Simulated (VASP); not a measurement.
Set up this calculation in VASP 6.6.1, as the native input.

| Property | Result |
| --- | --- |
| Task | single point |
| Functional | PBE |
| Potentials or basis | VASP PAW PBE potentials, release 64 (W_sv, C) |
| Cutoff | 520 eV |
| k mesh | 12 × 12 × 1 |
| Occupations | gaussian, width 0.1 eV |
| Spin | no spin polarisation |
| Dipole correction | yes |
| Further INCAR settings | ALGO = Normal; EDIFF = 1e-07; NBANDS = 56 |

The structure of WC lies in POSCAR:

```
WC
1.0
    2.8470758829      0.0000000000      0.0000000000
    0.0000000000      2.9217716510      0.0000000000
    0.0000000000      0.0000000000     26.8081995445
W C
5 5
Direct
    0.0000000000      0.5000000000      0.2824133401
    0.0000000000      0.0000000000      0.3752102972
    0.0000000000      0.5000000000      0.4692688228
    0.0000000000      0.0000000000      0.5633827146
    0.0000000000      0.5000000000      0.6602163772
    0.5000000000      0.5000000000      0.3419539138
    0.5000000000      0.0000000000      0.4376289413
    0.5000000000      0.5000000000      0.5317376758
    0.5000000000      0.0000000000      0.6258641499
    0.5000000000      0.5000000000      0.7123237674
```

The input as run:

INCAR

```
PREC = Accurate ; ENCUT = 520
EDIFF = 1E-7 ; ISMEAR = 0
SIGMA = 0.1 ; LREAL = False
LASPH = True ; NELM = 60
ALGO = Normal ; ISIF = 2
LWAVE = False ; LCHARG = False
LDIPOL = True ; IDIPOL = 3
DIPOL = 0.5 0.5 0.500 ; GGA = PE
NBANDS = 56
```

KPOINTS

```
Automatic mesh
0
Gamma
  12 12 1
```

Potentials or basis: VASP PAW PBE potentials, release 64 (W_sv, C).

Run with:

```sh
$ cat potpaw_PBE.64/W_sv/POTCAR potpaw_PBE.64/C/POTCAR > POTCAR
$ mpirun -np 1 vasp_std > vasp.out
```

It gave:

| Item | Value |
| --- | --- |
| Largest force | 0.086 eV/Å |
| Band gap on the k mesh | zero (bands 45 and 46 overlap by 0.64 eV) |

Caveat: spin-orbit coupling is left out, which moves the levels of the heavy elements.

Run time: 20 min on 1 thread of Intel(R) Xeon(R) 6975P-C (Granite Rapids) (shared host), peak memory 0.61 GiB.
